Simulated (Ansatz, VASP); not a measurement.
## Two plane-wave programs on CdTeSe3

```
CELL_PARAMETERS angstrom
3.04759 1.75953 4.46564
-3.04759 1.75953 4.46564
0.00000 -3.51906 4.46564
ATOMIC_POSITIONS crystal
Cd 0.37783 0.37783 0.37783
Te 0.88419 0.88419 0.88419
Se 0.37711 0.87761 0.37711
Se 0.37711 0.37711 0.87761
Se 0.87761 0.37711 0.37711
```

Alike in both runs: functional PBE; k mesh 6 × 6 × 6; occupations gaussian, width 0.1 eV; no spin polarisation.

Ansatz relaxed the structure, and its values are those at the end. VASP's run is a single point on that final structure, the one shown.

|  | VASP | Ansatz |
| --- | --- | --- |
| version | VASP 6.6.1 | Ansatz 0.2.0 |
| potentials or method | VASP PAW PBE potentials, release 64 (Cd, Te, Se), cutoff 520 eV | scalar-relativistic, plane waves, PAW |
| valence electrons in the cell | 36 | 84 |

```tsv
	VASP	Ansatz	Ansatz less VASP
gap on the k mesh at the Fermi level (eV)	none	none	-
pressure (GPa)	0.0	0.0	-0.09
rms of the force components (eV/Å)	0.008	0.007	-0.0005
```

A gap of «none» marks a metal or a gap that the smearing closes. VASP's potentials hold 36 valence electrons a cell and Ansatz's 84, so a difference there can come from the potentials and not from the codes.

Neither program's run includes spin-orbit coupling.
